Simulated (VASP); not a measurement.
Runs of VASP 6.6.1 on GeOs2. The structure is that of space group Fm-3m (No. 225), or close to it. The cells are those of the table. 

```csv
task,cell,k mesh,cutoff (eV),gap on the mesh (eV),pressure (GPa)
single point,"a = 3.946 Å, angles 60.0°, 3 atoms",6 × 6 × 6,520,none,35.4
single point,"a = 4.095 Å, angles 60.0°, 3 atoms",14 × 14 × 14,520,none,0.4
single point,"a = 4.095 Å, angles 60.0°, 3 atoms",6 × 6 × 6,520,none,(a)
relaxation of cell and atoms,"relaxed from a = 3.946 Å, angles 60.0°, 3 atoms",6 × 6 × 6,600,none,0.0
```

Alike in all rows: level PBE; potentials or basis VASP PAW PBE potentials, release 64 (Ge_d, Os); no spin polarisation; smearing gaussian 0.1 eV.

Problem. Estimate the missing entries.

Solution. (a) 0.5.

Caveats: spin-orbit coupling is left out, which moves the levels of the heavy elements; the cell stands under pressure (at least some runs).

A k mesh can miss the band edges, and the runs leave out spin-orbit coupling on Ge, Os.

A gap of «none» marks levels without a gap at the run's occupations.
